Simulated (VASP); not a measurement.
Here is a VASP 6.6.1 calculation.

The input INCAR:

```
SYSTEM = Hf3F
ALGO = Normal ; DIPOL = 0.5 0.5 0.328
EDIFF = 1E-6 ; ENCUT = 520
IDIPOL = 3 ; ISIF = 2
ISMEAR = 0 ; LASPH = .True.
LCHARG = .True. ; LDIPOL = .True.
LELF = .True. ; LREAL = .False.
LVACPOTAV = .True. ; LVHAR = .True.
LWAVE = .False. ; NBANDS = 26
NELM = 60 ; PREC = Accurate
SIGMA = 0.1
```

File KPOINTS:

```
k-points
0
Gamma
  9 9 1
  0 0 0
```

The input POSCAR:

```
Hf3F
1.0
    3.0829071749      0.0000000000      0.0000000000
    0.0000000000      3.0829071749      0.0000000000
    0.0000000000      0.0000000000     21.0927836031
Hf F
3 1
Direct
    0.5000000000      0.5000000000      0.1896383178
    0.0000000000      0.0000000000      0.2867330108
    0.5000000000      0.5000000000      0.3836754672
    0.8750000000      0.8750000000      0.4505229742
```

Potentials or basis: VASP PAW LDA potentials, release 64 (Hf_pv, F).

The run is started by

```console
$ cat potpaw_LDA.64/Hf_pv/POTCAR potpaw_LDA.64/F/POTCAR > POTCAR
$ mpirun -np 1 vasp_std > vasp.out
```

(1) What does it give for the largest force?

(2) Predict the band gap on the k mesh.

## Answers

(1) 1.678 eV/Å.

(2) zero (an odd number of electrons rules out a gap without spin polarisation).

Caveat: spin-orbit coupling is left out, which moves the levels of the heavy elements.
